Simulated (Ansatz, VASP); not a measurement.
B3As: VASP beside Ansatz

```
B As
1.0
     3.43391    0.00000    0.00000
    -1.71696    2.97385    0.00000
     0.00000    0.00000    3.96737
B As
3 1
Cartesian
  1.7170 0.0000 1.9837
  -0.8585 1.4869 1.9837
  0.8585 1.4869 1.9837
  0.0000 0.0000 0.0000
```

Change from the starting cell: species swapped into the TiCl3 type (P6_3/mcm, No. 193).

Alike in both runs: task relaxation of cell and atoms; functional PBE; k mesh 18 × 18 × 12; occupations gaussian, width 0.1 eV; no spin polarisation.

|  | VASP | Ansatz |
| --- | --- | --- |
| version | VASP 6.6.1 | Ansatz 0.2.0 |
| potentials or method | VASP PAW PBE potentials, release 64 (B, As), cutoff 600 eV | scalar-relativistic, plane waves, PAW |
| valence electrons in the cell | 14 | 24 |

VASP gave:

```
gap on the k mesh at the Fermi level, each at its own relaxed structure (eV) : none
relaxed volume (Å³/atom)                                                     : 10.18
relaxed length of the cell vector where the two differ most in proportion (Å)              : 3.984
```

Q: What did Ansatz give for the same quantities?

A: gap on the k mesh at the Fermi level, each at its own relaxed structure (eV): none; relaxed volume (Å³/atom): 10.18; relaxed length of the cell vector where the two differ most in proportion (Å): 3.985.

A gap of «none» marks a metal or a gap that the smearing closes. VASP's potentials hold 14 valence electrons a cell and Ansatz's 24, so a difference there can come from the potentials and not from the codes.
